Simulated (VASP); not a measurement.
Here is a VASP 6.6.1 calculation.

INCAR

```
PREC = Accurate
ENCUT = 520
EDIFF = 1E-8
ISMEAR = -1
SIGMA = 0.05
LREAL = F
LASPH = T
NELM = 80
ALGO = Normal
ISIF = 2
LWAVE = F
LCHARG = F
GGA = CA
LEFG = T
ISYM = 0
NBANDS = 18
```

File KPOINTS:

```
Automatic mesh
0
Gamma
  11 11 14
```

POSCAR

```
Si2W
1.0
   -1.6381200000      1.6381200000      3.9400000000
    1.6381200000     -1.6381200000      3.9400000000
    1.6381200000      1.6381200000     -3.9400000000
Si W
2 1
Direct
    0.3330000000      0.3330000000      0.0000000000
    0.6670000000      0.6670000000      0.0000000000
    0.0000000000      0.0000000000      0.0000000000
```

Potentials or basis: VASP PAW LDA potentials, release 64 (Si, W_sv).

Command:

```sh
$ cat potpaw_LDA.64/Si/POTCAR potpaw_LDA.64/W_sv/POTCAR > POTCAR
$ mpirun -np 1 vasp_std > vasp.out
```

**Question.** Estimate the largest force.

**Answer.** 0.381 eV/Å.

**Question.** What does it give for the pressure?

**Answer.** -13.9 GPa.

**Question.** What does it give for the band gap on the k mesh?

**Answer.** Zero (bands 11 and 12 overlap by 1.06 eV).

Forces in eV/Å, atoms in the order of the input:
```
Si  -0.001 -0.001  0.381
Si   0.001  0.001 -0.381
W    0.000  0.000  0.000
```

Caveat: the cell differs from its parent crystal (equal xx and yy strain of +2 %); the cell stands under tension; without QUAD_EFG the Cq values of the log hold for a quadrupole moment of 1 mb, not for the nuclei; spin-orbit coupling is left out, which moves the levels of the heavy elements.
